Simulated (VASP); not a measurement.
Wanted: the native input for a VASP 6.6.1 run.

```
Task                   : single point
Functional             : PBE
Potentials or basis    : VASP PAW PBE potentials, release 64 (Al, Co)
Cutoff                 : 520 eV
k mesh                 : 6 × 6 × 6
Occupations            : gaussian, width 0.1 eV
Spin                   : collinear spin, ferromagnetic start
Starting moments       : [0.0, 3.0, 3.0, 3.0] μB
Dipole correction      : no
Further INCAR settings : ALGO = Normal; EDIFF = 1e-07; NBANDS = 27
```

The structure of AlCo3 lies in POSCAR:

```
AlCo3
1.0
   -2.3719559200      2.3719559200      2.3719559200
    2.3719559200     -2.3719559200      2.3719559200
    2.3719559200      2.3719559200     -2.3719559200
Al Co
1 3
Direct
    0.0000000000      0.0000000000      0.0000000000
    0.0000000000      0.5000000000      0.5000000000
    0.5000000000      0.0000000000      0.5000000000
    0.5000000000      0.5000000000      0.0000000000
```

The input as run:

INCAR

```
ALGO = Normal
EDIFF = 1E-7
ENCUT = 520
GGA = PE
ISIF = 2
ISMEAR = 0
ISPIN = 2
LASPH = True
LCHARG = False
LMAXMIX = 4
LORBIT = 11
LREAL = False
LWAVE = False
MAGMOM = 0 3 3 3
NBANDS = 27
NELM = 150
PREC = Accurate
SIGMA = 0.1
```

KPOINTS

```
k-points
0
Gamma
  6 6 6
```

Potentials or basis: VASP PAW PBE potentials, release 64 (Al, Co).

The run is started by

```bash
$ cat potpaw_PBE.64/Al/POTCAR potpaw_PBE.64/Co/POTCAR > POTCAR
$ mpirun -np 1 vasp_std > vasp.out
```

Results of the run:

| Item | Value |
| --- | --- |
| Pressure | -0.8 GPa |
| Net moment | 4.29 μB per cell |
| Site moments | Al -0.02; Co +1.46 μB |
| Valence electrons inside the program's atomic spheres | Al 0.82; Co 8.21 |

Run time: 36 s on 1 thread of Intel Xeon 6975P-C, with other jobs on the host, peak memory 0.21 GiB.
